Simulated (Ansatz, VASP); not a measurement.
# One calculation of Cs, two programs

```
Cs
1.0
     0.00000    5.30271    5.30271
     5.30271    0.00000    5.30271
     5.30271    5.30271    0.00000
Cs
2
Cartesian
  1.3257 1.3257 1.3257
  9.2797 9.2797 9.2797
```

Alike in both runs: task relaxation of cell and atoms; functional BLYP; k mesh 5 × 5 × 5; occupations fermi-dirac, width 0.1 eV; no spin polarisation.

|  | VASP | Ansatz |
| --- | --- | --- |
| version | VASP 6.6.1 | Ansatz 0.2.0 |
| potentials or method | VASP PAW PBE potentials, release 64 (Cs_sv), cutoff 600 eV | plane waves (420 eV) with PAW, scalar-relativistic |
| valence electrons in the cell | 18 | 18 |

|  | VASP | Ansatz | Ansatz less VASP |
| --- | --- | --- | --- |
| relaxed volume (Å³/atom) | 226.80 | 219.99 | -6.809 |
| relaxed cell length with the largest relative difference (Å) | 8.624 | 8.537 | -0.0872 |

VASP's potentials were made for PBE, not for BLYP.

Neither program's run includes spin-orbit coupling. Noted on VASP's run: the volume moved by over 15 % at a fixed basis, so the end points are rough.
